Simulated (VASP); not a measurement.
# La2O3 (P-62m) in VASP: settings compared

La2O3 is run at these levels: LDA, BLYP, PBEsol; tasks: single point.

Program: VASP 6.6.1. These are calculated values, not measurements. Logs are shortened: lines on timing, memory, paths and dates and some standing lists are left out, and cuts for length are marked.

**1. The cell of the first run**

It takes space group P-62m (No. 189, hexagonal). The conventional cell has a = 6.267 Å, b = 6.267 Å, c = 3.300 Å, α = 90.00°, β = 90.00°, γ = 120.00°. La (site symmetry -6) has 6 O at 2.45 Å and 2 La at 3.30 Å within 3.3 Å. O (site symmetry m2m) has 4 La at 2.45 Å and 6 O at 3.13 to 3.30 Å within 3.3 Å.

**2. Single point, LDA**

INCAR

```
SYSTEM = La2O3
PREC = Accurate
ENCUT = 520
EDIFF = 1E-6
ISMEAR = 0
SIGMA = 0.01
LREAL = .False.
LASPH = .True.
NELM = 60
ALGO = Normal
ISIF = 2
LWAVE = .False.
LCHARG = .True.
GGA = CA
LELF = .True.
LVHAR = .True.
NBANDS = 28
```

KPOINTS

```
regular mesh
0
Gamma
  6 6 6
  0 0 0
```

POSCAR

```
La2O3
1.0
    6.2667800000      0.0000000000      0.0000000000
   -3.1333900000      5.4271910000      0.0000000000
    0.0000000000      0.0000000000      3.2997660000
La O
2 3
Direct
    0.3333333333      0.6666666667      0.5000000000
    0.6666666667      0.3333333333      0.5000000000
    0.4919860000      0.4919860000      0.0000000000
    0.0000000000      0.5080140000      0.0000000000
    0.5080140000      0.0000000000      0.0000000000
```

Potentials or basis: VASP PAW LDA potentials, release 64 (La, O).

The run is started by

```bash
cat potpaw_LDA.64/La/POTCAR potpaw_LDA.64/O/POTCAR > POTCAR
mpirun -np 1 vasp_std > vasp.out
```

OUTCAR:

```text
SYSTEM = La2O3
   PREC = Accurate
   ENCUT = 520
   EDIFF = 1E-6
   ISMEAR = 0
   LREAL = .False.
   LASPH = .True.
   NELM = 60
   ISIF = 2
   GGA = CA

 ion  position               nearest neighbor table
   1  0.333  0.667  0.500-   4 2.45   4 2.45   3 2.45   3 2.45   5 2.45   5 2.45   2 3.62   2 3.62
                             2 3.62
   2  0.667  0.333  0.500-   3 2.45   3 2.45   4 2.45   4 2.45   5 2.45   5 2.45   1 3.62   1 3.62
                             1 3.62
   3  0.492  0.492  0.000-   2 2.45   2 2.45   1 2.45   1 2.45
   4  0.000  0.508  0.000-   1 2.45   1 2.45   2 2.45   2 2.45
   5  0.508  0.000  0.000-   2 2.45   2 2.45   1 2.45   1 2.45

  LATTYP: Found a hexagonal cell.
 ALAT       =     6.2667800000
 C/A-ratio  =     0.5265488816

  Lattice vectors:

 A1 = (   6.2667800000,   0.0000000000,   0.0000000000)
 A2 = (  -3.1333900000,   5.4271910000,   0.0000000000)
 A3 = (   0.0000000000,   0.0000000000,   3.2997660000)

Analysis of symmetry for initial positions (statically):
=====================================================================
 Subroutine PRICEL returns:
 Original cell was already a primitive cell.

 Routine SETGRP: Setting up the symmetry group for a
 hexagonal supercell.

 Subroutine GETGRP returns: Found 12 space group operations
 (whereof 12 operations were pure point group operations)
 out of a pool of 24 trial point group operations.

The static configuration has the point symmetry D_3h.

Analysis of symmetry for dynamics (positions and initial velocities):
=====================================================================
 Subroutine PRICEL returns:
 Original cell was already a primitive cell.

 Routine SETGRP: Setting up the symmetry group for a
 hexagonal supercell.

 Subroutine GETGRP returns: Found 12 space group operations
 (whereof 12 operations were pure point group operations)
 out of a pool of 24 trial point group operations.

The dynamic configuration has the point symmetry D_3h.

 Subroutine INISYM returns: Found 12 space group operations
 (whereof 12 operations are pure point group operations),
 and found     1 'primitive' translations

----------------------------------------------------------------------------------------

                                     Primitive cell

  volume of cell :     112.2284

  direct lattice vectors                    reciprocal lattice vectors
     6.266780000  0.000000000  0.000000000     0.159571582  0.092128691  0.000000000
    -3.133390000  5.427191000  0.000000000     0.000000000  0.184257381  0.000000000
     0.000000000  0.000000000  3.299766000     0.000000000  0.000000000  0.303051792

  length of vectors
     6.266780000  6.266780277  3.299766000     0.184257389  0.184257381  0.303051792

  position of ions in fractional coordinates (direct lattice)
     0.333333333  0.666666667  0.500000000
     0.666666667  0.333333333  0.500000000
     0.491986000  0.491986000  0.000000000
     0.000000000  0.508014000  0.000000000
     0.508014000  0.000000000  0.000000000

  ion indices of the primitive-cell ions
   primitive index   ion index
                 1           1
                 2           2
                 3           3
                 4           4
                 5           5

----------------------------------------------------------------------------------------

 KPOINTS: regular mesh

Automatic generation of k-mesh.
 Grid dimensions read from file:
 generate k-points for:    6    6    6

 Generating k-lattice:

  Cartesian coordinates                     Fractional coordinates (reciprocal lattice)
     0.026595264  0.015354782  0.000000000     0.166666667  0.000000000  0.000000000
     0.000000000  0.030709564  0.000000000     0.000000000  0.166666667  0.000000000
     0.000000000  0.000000000  0.050508632     0.000000000  0.000000000  0.166666667

  Length of vectors
     0.030709565  0.030709564  0.050508632

  Shift w.r.t. Gamma in fractional coordinates (k-lattice)
     0.000000000  0.000000000  0.000000000

 Subroutine IBZKPT returns following result:
 ===========================================

 Found     28 irreducible k-points:

 Following reciprocal coordinates:
            Coordinates               Weight
  0.000000  0.000000  0.000000      1.000000
  0.166667  0.000000  0.000000      6.000000
  0.333333  0.000000  0.000000      6.000000
  0.500000  0.000000  0.000000      3.000000
  0.166667  0.166667  0.000000      6.000000
  0.333333  0.166667  0.000000     12.000000
[... 16 lines left out ...]
  0.166667  0.000000  0.500000      6.000000
  0.333333  0.000000  0.500000      6.000000
 [... further k-points ...]
   k-points           NKPTS =     28   k-points in BZ     NKDIM =     28   number of bands    NBANDS=     28
   number of dos      NEDOS =    301   number of ions     NIONS =      5
   total plane-waves  NPLWV =  64512
   dimension x,y,z NGX =    48 NGY =   48 NGZ =   28
   dimension x,y,z NGXF=    96 NGYF=   96 NGZF=   56
   ions per type =               2   3
   NGX,Y,Z   is equivalent  to a cutoff of  12.73, 12.73, 14.11 a.u.
   NGXF,Y,Z  is equivalent  to a cutoff of  25.47, 25.47, 28.21 a.u.
 SYSTEM =  La2O3
   PREC   = accura    normal or accurate (medium, high low for compatibility)
   ISTART =      0    job   : 0-new  1-cont  2-samecut
   ICHARG =      2    charge: 1-file 2-atom 10-const
   ISPIN  =      1    spin polarized calculation?
   LNONCOLLINEAR =      F non collinear calculations
   LSORBIT =      F    spin-orbit coupling
   LASPH  =      T    aspherical Exc in radial PAW
   ENCUT  =  520.0 eV  38.22 Ry    6.18 a.u.  11.65 11.65  6.14*2*pi/ulx,y,z
   NELM   =     60;   NELMIN=  2; NELMDL= -5     # of ELM steps
   EDIFF  = 0.1E-05   stopping-criterion for ELM
   LREAL  =      F    real-space projection
[... 7 lines left out ...]
   TEBEG  =    0.0;   TEEND  =   0.0 temperature during run
   PSTRESS=    0.0 pullay stress
   NELECT =      40.0000    total number of electrons
   NUPDOWN=      -1.0000    fix difference up-down
   EMIN   =  10.00;   EMAX   =-10.00  energy-range for DOS
   EFERMI =   0.00;   METHOD = LEGACY
   ISMEAR =     0;   SIGMA  =   0.01  broadening in eV -4-tet -1-fermi 0-gaus
   EFERMI_NEDOS =   21; number of points for ismear=-14 and -15
   IALGO  =     38    algorithm
   IMIX   =      4    mixing-type and parameters
     AMIX     =   0.40;   BMIX     =  1.00
     AMIX_MAG =   1.60;   BMIX_MAG =  1.00
  volume/ion in A,a.u.               =      22.45       151.47
  Fermi-wavevector in a.u.,A,eV,Ry     =   1.160719  2.193442 18.330716  1.347270
  Thomas-Fermi vector in A             =   2.297299
   LORBIT       =      0    0 simple, 1 ext, 2 COOP (PROOUT), +10 PAW based schemes
   GGA     = CA    functional components
   LHFCALC =     F    Hartree Fock is set to
   AEXX    =    0.0000 exact exchange contribution
   IVDW    =     0    specifies the selected vdW correction
   LEPSILON=     F    determine dielectric tensor
   LRPA    =     F    only Hartree local field effects (RPA)
 non-spin polarized calculation
 Gauss-broadening in eV      SIGMA  =   0.01
  energy-cutoff  :      520.00
  volume of cell :      112.23
 maximum number of plane-waves:      3044
 NGX is ok and might be reduce to    48
   NGX = 23   NGY = 23   NGZ = 13

 number of electron      39.9999994 magnetization

 Free energy of the ion-electron system (eV)
  ---------------------------------------------------
  ext. energy  EPLUGINS =         0.00000000
  ---------------------------------------------------
  free energy    TOTEN  =       -44.39284905 eV

  energy without entropy =      -44.39284905  energy(sigma->0) =      -44.39284905

 E-fermi :   3.1608     XC(G=0):  -8.8239

 val. band max:        3.0878871384   @ k =   0.0000   0.0000   0.5000
 cond. band min:       4.4695285086   @ k =   0.0000   0.0000   0.0000
 fundamental gap:      1.3816413701
 Fermi energy:         3.1607643533

 k-point     1 :       0.0000    0.0000    0.0000
  band No.  band energies     occupation
      1     -27.2847      2.00000
      2     -27.0541      2.00000
      3     -14.1954      2.00000
      4     -14.1954      2.00000
      5     -12.4616      2.00000
      6     -10.8481      2.00000
[... 20 lines left out ...]
     27       7.7386      0.00000
     28       7.7861      0.00000

 k-point     2 :       0.1667    0.0000    0.0000
  band No.  band energies     occupation
      1     -27.2716      2.00000
      2     -27.0683      2.00000
      3     -14.1999      2.00000
      4     -14.1248      2.00000
      5     -12.6412      2.00000
      6     -10.8271      2.00000
[... 20 lines left out ...]
     27       7.7477      0.00000
     28       7.7692      0.00000

 k-point     3 :       0.3333    0.0000    0.0000
  band No.  band energies     occupation
      1     -27.2374      2.00000
      2     -27.1044      2.00000
      3     -14.2090      2.00000
      4     -13.9363      2.00000
      5     -12.9977      2.00000
      6     -10.7840      2.00000
[... 20 lines left out ...]
     27       7.7762      0.00000
     28       7.7810      0.00000

 k-point     4 :       0.5000    0.0000    0.0000
  band No.  band energies     occupation
      1     -27.2098      2.00000
      2     -27.1330      2.00000
      3     -14.2134      2.00000
      4     -13.7799      2.00000
      5     -13.2230      2.00000
      6     -10.7619      2.00000
[... 578 lines left out ...]
     27       7.4365      0.00000
     28       7.4366      0.00000

 k-point    23 :       0.1667    0.0000    0.5000
  band No.  band energies     occupation
      1     -26.9305      2.00000
      2     -26.7780      2.00000
      3     -14.8527      2.00000
      4     -13.1369      2.00000
      5     -12.6649      2.00000
      6     -11.6378      2.00000
[... 20 lines left out ...]
     27       7.4759      0.00000
     28       7.5074      0.00000

 k-point    24 :       0.3333    0.0000    0.5000
  band No.  band energies     occupation
      1     -26.9046      2.00000
      2     -26.8048      2.00000
      3     -14.6728      2.00000
      4     -13.6763      2.00000
      5     -12.6658      2.00000
      6     -11.3485      2.00000
[... 20 lines left out ...]
     27       7.5681      0.00000
     28       7.6787      0.00000

 [... further k-points ...]

------------------------ aborting loop because EDIFF is reached ----------------------------------------

  FORCE on cell =-STRESS in cart. coord.  units (eV):
  Direction    XX          YY          ZZ          XY          YZ          ZX
  --------------------------------------------------------------------------------------
  -------------------------------------------------------------------------------------
  Total       -1.1952001     -1.1952003     -4.4499921     -0.0000000      0.0000000     -0.0000000
  in kB      -17.0627299    -17.0627319    -63.5282840     -0.0000000      0.0000000     -0.0000000
  external PRESSURE =     -32.5512486 kB  Pullay stress =       0.0000000 kB

 VOLUME and BASIS-vectors are now :
 -----------------------------------------------------------------------------
  energy-cutoff  :      520.00
  volume of cell :      112.23
      direct lattice vectors                 reciprocal lattice vectors
     6.266780000  0.000000000  0.000000000     0.159571582  0.092128691  0.000000000
    -3.133390000  5.427191000  0.000000000     0.000000000  0.184257381  0.000000000
     0.000000000  0.000000000  3.299766000     0.000000000  0.000000000  0.303051792

 POSITION                                       TOTAL-FORCE (eV/Angst)
 -----------------------------------------------------------------------------------
     -0.00000      3.61813      1.64988         0.000000     -0.000000      0.000000
      3.13339      1.80906      1.64988         0.000000     -0.000000      0.000000
      1.54158      2.67010      0.00000         0.036709      0.063581     -0.000000
     -1.59181      2.75709      0.00000         0.036709     -0.063581     -0.000000
      3.18361      0.00000      0.00000        -0.073418     -0.000000      0.000000
 -----------------------------------------------------------------------------------
    total drift:                               -0.000001     -0.000000     -0.000000

  FREE ENERGIE OF THE ION-ELECTRON SYSTEM (eV)
  ---------------------------------------------------
  free  energy   TOTEN  =       -44.3928490507 eV

  energy  without entropy=      -44.3928490507  energy(sigma->0) =      -44.39284905
```

Wall time 2.2 min (1 thread of Intel Xeon Platinum 8259CL at 2.50GHz (Skylake/Cascade Lake), shared host); peak memory 0.25 GiB.

Results:

| Quantity | Value |
| --- | --- |
| Free energy | -44.3928 eV |
| Pressure | -3.3 GPa |
| Largest force | 0.073 eV/Å |
| Band gap on the k mesh | 1.38 eV (least direct gap 1.90 eV) |

Forces in eV/Å, atoms in the order of the input:
```
La   0.000  0.000  0.000
La   0.000  0.000  0.000
O    0.037  0.064  0.000
O    0.037 -0.064  0.000
O   -0.073  0.000  0.000
```

Caveat: the cell stands under tension; spin-orbit coupling is left out, which moves the levels of the heavy elements.

**3. Single point, BLYP**

INCAR

```
AGGAC = 1.0 ; AGGAX = 1.0
ALDAC = 0.0 ; ALDAX = 1.0
ALGO = Normal ; EDIFF = 1E-6
ENCUT = 520 ; GGA = B5
ISIF = 2 ; ISMEAR = 0
LASPH = True ; LCHARG = False
LREAL = False ; LWAVE = False
NBANDS = 28 ; NELM = 60
PREC = Accurate ; SIGMA = 0.01
```

KPOINTS

```
k-points
0
Gamma
  6 6 6
```

POSCAR is that of step 2.

Potentials or basis: VASP PAW PBE potentials, release 64 (La, O).

The run is started by

```bash
cat potpaw_PBE.64/La/POTCAR potpaw_PBE.64/O/POTCAR > POTCAR
mpirun -np 1 vasp_std > vasp.out
```

Run time: 3.6 min. Hardware: 1 thread of Intel Xeon Platinum 8259CL at 2.50GHz (Skylake/Cascade Lake), shared host; peak memory 0.29 GiB.

It converged, with:

```
Free energy            : -39.0690 eV
Pressure               : 5.3 GPa
Largest force          : 0.034 eV/Å
Band gap on the k mesh : 1.64 eV (least direct gap 2.15 eV)
```

Forces in eV/Å, atoms in the order of the input:
```
La   0.000  0.000  0.000
La   0.000  0.000  0.000
O    0.017  0.029  0.000
O    0.017 -0.029  0.000
O   -0.034  0.000  0.000
```

Stress tensor (GPa, compression positive):
```
5.50 0.00 0.00
0.00 5.50 0.00
0.00 0.00 4.86
```

Levels at points of the mesh, in eV from the valence-band top:
```
           k point  band 18  band 19  band 20  band 21  band 22  band 23
(0.00, 0.00, 0.00)    -1.01    -0.72    -0.51     1.64     3.48     3.94
(0.50, 0.00, 0.00)    -1.17    -1.14    -0.96     2.78     3.52     4.15
(0.00, 0.00, 0.50)    -1.19    -0.33     0.00     4.12     4.16     4.20
(0.50, 0.00, 0.50)    -1.38    -0.68    -0.64     4.23     4.24     4.25
```

Caveat: the cell stands under pressure; the PAW data sets were made with another functional, which shifts forces and pressure a little; spin-orbit coupling is left out, which moves the levels of the heavy elements. A k mesh can miss the band edges.

**4. Single point, PBEsol**

INCAR

```
PREC = Accurate
ENCUT = 520
EDIFF = 1E-7
ISMEAR = 0
SIGMA = 0.01
LREAL = F
LASPH = T
NELM = 100
ALGO = Normal
ISIF = 2
LWAVE = F
LCHARG = F
GGA = PS
NBANDS = 28
```

KPOINTS

```
Automatic mesh
0
Gamma
  6 6 6
```

POSCAR is that of step 3.

Potentials or basis: VASP PAW PBE potentials, release 64 (La, O).

The run is started by

```bash
cat potpaw_PBE.64/La/POTCAR potpaw_PBE.64/O/POTCAR > POTCAR
mpirun -np 1 vasp_std > vasp.out
```

OUTCAR:

```text
PREC = Accurate
   ENCUT = 520
   EDIFF = 1E-7
   ISMEAR = 0
   LREAL = F
   LASPH = T
   NELM = 100
   ISIF = 2
   GGA = PS

 ion  position               nearest neighbor table
   1  0.333  0.667  0.500-   4 2.45   4 2.45   3 2.45   3 2.45   5 2.45   5 2.45   2 3.62   2 3.62
                             2 3.62
   2  0.667  0.333  0.500-   3 2.45   3 2.45   4 2.45   4 2.45   5 2.45   5 2.45   1 3.62   1 3.62
                             1 3.62
   3  0.492  0.492  0.000-   2 2.45   2 2.45   1 2.45   1 2.45
[... 952 lines left out ...]
  -------------------------------------------------------------------------------------
  Total        0.0488078      0.0488078     -2.6378574     -0.0000000     -0.0000000      0.0000000
  in kB        0.6967818      0.6967819    -37.6581687     -0.0000000     -0.0000000      0.0000000
  external PRESSURE =     -12.0882017 kB  Pullay stress =       0.0000000 kB

 VOLUME and BASIS-vectors are now :
 -----------------------------------------------------------------------------
  energy-cutoff  :      520.00
  volume of cell :      112.23
      direct lattice vectors                 reciprocal lattice vectors
     6.266780000  0.000000000  0.000000000     0.159571582  0.092128691  0.000000000
    -3.133390000  5.427191000  0.000000000     0.000000000  0.184257381  0.000000000
     0.000000000  0.000000000  3.299766000     0.000000000  0.000000000  0.303051792

 POSITION                                       TOTAL-FORCE (eV/Angst)
 -----------------------------------------------------------------------------------
     -0.00000      3.61813      1.64988         0.000000      0.000000      0.000000
      3.13339      1.80906      1.64988         0.000000      0.000000      0.000000
      1.54158      2.67010      0.00000         0.031184      0.054013     -0.000000
     -1.59181      2.75709      0.00000         0.031184     -0.054013      0.000000
      3.18361      0.00000      0.00000        -0.062369      0.000000      0.000000
 -----------------------------------------------------------------------------------
    total drift:                               -0.000001     -0.000000     -0.000000

  FREE ENERGIE OF THE ION-ELECTRON SYSTEM (eV)
  ---------------------------------------------------
  free  energy   TOTEN  =       -42.4413882430 eV

  energy  without entropy=      -42.4413882430  energy(sigma->0) =      -42.44138824
```

stdout:

```text
POSCAR found type information on POSCAR LaO
 POSCAR found :  2 types and       5 ions
 scaLAPACK will be used
 -----------------------------------------------------------------------------
|                                                                             |
|                                                                             |
|     You enforced a specific xc type in the INCAR file but a different       |
|     I HOPE YOU KNOW WHAT YOU ARE DOING!                                     |
|                                                                             |
 -----------------------------------------------------------------------------

 LDA part: xc-table for (Slater+PW92), standard interpolation
 POSCAR, INCAR and KPOINTS ok, starting setup
 FFT: planning ... GRIDC
 FFT: planning ... GRID_SOFT
 FFT: planning ... GRID
 WAVECAR not read
 entering main loop
```

Run time: 2.6 min. Hardware: 1 thread of Intel Xeon Platinum 8259CL at 2.50GHz (Skylake/Cascade Lake), shared host; peak memory 0.29 GiB.

Results:

```yaml
Free_energy: -42.4414 eV
Pressure: -1.2 GPa
Largest_force: 0.062 eV/Å
Band_gap_on_the_k_mesh: 1.46 eV (least direct gap 1.98 eV)
```

Forces in eV/Å, atoms in the order of the input:
```
La   0.000  0.000  0.000
La   0.000  0.000  0.000
O    0.031  0.054  0.000
O    0.031 -0.054  0.000
O   -0.062  0.000  0.000
```

Stress tensor (GPa, compression positive):
```
 0.07  0.00  0.00
 0.00  0.07  0.00
 0.00  0.00 -3.77
```

Caveat: the PAW data sets were made with another functional, which shifts forces and pressure a little; spin-orbit coupling is left out, which moves the levels of the heavy elements.

**5. Summary**

| level | potentials or basis | gap on the mesh (eV) | pressure (GPa) | largest force (eV/Å) |
| --- | --- | --- | --- | --- |
| LDA | VASP PAW LDA potentials, release 64 (La, O) | 1.38 | -3.3 | 0.07 |
| BLYP | VASP PAW PBE potentials, release 64 (La, O) | 1.64 | 5.3 | 0.03 |
| PBEsol | VASP PAW PBE potentials, release 64 (La, O) | 1.46 | -1.2 | 0.06 |

Alike in all rows: task single point; no spin polarisation; cell as given; k mesh 6 × 6 × 6; cutoff (eV) 520; smearing gaussian 0.01 eV.

Caveats: spin-orbit coupling is left out, which moves the levels of the heavy elements; the PAW data sets were made with another functional, which shifts forces and pressure a little (at least some runs); the cell stands under tension (at least some runs); the cell stands under pressure (at least some runs).

Total energies depend on the potentials used, so only differences within one code and one set of settings carry meaning.
